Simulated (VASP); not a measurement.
Wanted: the native input for a VASP 6.6.1 run.

```yaml
Task: single point
Functional: LDA
Potentials_or_basis: VASP PAW LDA potentials, release 64 (Be, C)
Cutoff: 520 eV
k_mesh: 5 × 6 × 4
Occupations: gaussian, width 0.1 eV
Spin: no spin polarisation
Dipole_correction: no
Further_INCAR_settings: LREAL = Auto; ALGO = Normal; EDIFF = 1e-07; NBANDS = 32
```

The structure of Be16C (a cell with a defect) lies in POSCAR:

```
Be16C
1.0
   -2.2900000000     -3.9663960000      0.0000000000
    3.4350000000     -1.9831980000      0.0000000000
    0.0000000000      0.0000000000      7.1768600000
Be C
16 1
Direct
    0.6937066267      0.4748990321     -0.0198554800
    0.5283262796      0.3074079128      0.2520542410
    0.7476255818      0.4996126877      0.4940478148
    0.4754051248      0.2931830381      0.7417493166
    0.4996671576      0.0128954268     -0.0014577406
    0.2659486942      0.8391422153      0.2529507333
    0.5005818255     -0.0082365705      0.4958240791
    0.2459294042      0.8188222229      0.7677679375
    0.2934278707      0.4755999488      0.0199840877
    0.0200814389      0.3413850059      0.2615694050
    0.2533423180      0.5007210795      0.5036202462
   -0.0162556989      0.3726347743      0.7498539751
   -0.0036971283      0.0748010411      0.0065445055
    0.7557119511      0.8220647359      0.2349240476
    0.0018161554      0.0040023278      0.5002994346
    0.7393186979      0.8348759296      0.7515281056
   -0.0026881667      0.6708661130     -0.0550020482
```

The input as run:

INCAR

```
PREC = Accurate
ENCUT = 520
EDIFF = 1E-7
ISMEAR = 0
SIGMA = 0.1
LREAL = Auto
LASPH = True
NELM = 80
ALGO = Normal
ISIF = 2
LWAVE = False
LCHARG = False
GGA = CA
NBANDS = 32
```

KPOINTS

```
regular mesh
0
Gamma
  5 6 4
```

Potentials or basis: VASP PAW LDA potentials, release 64 (Be, C).

Launch:

```console
$ cat potpaw_LDA.64/Be/POTCAR potpaw_LDA.64/C/POTCAR > POTCAR
$ mpirun -np 1 vasp_std > vasp.out
```

Results of the run:

```yaml
Pressure: 2.7 GPa
Largest_force: 2.160 eV/Å
Band_gap_on_the_k_mesh: zero (bands 18 and 19 overlap by 0.90 eV)
```

Wall time 11 min on 1 thread of Oxide Virtual Turin-like Processor (shared host), peak memory 0.26 GiB.
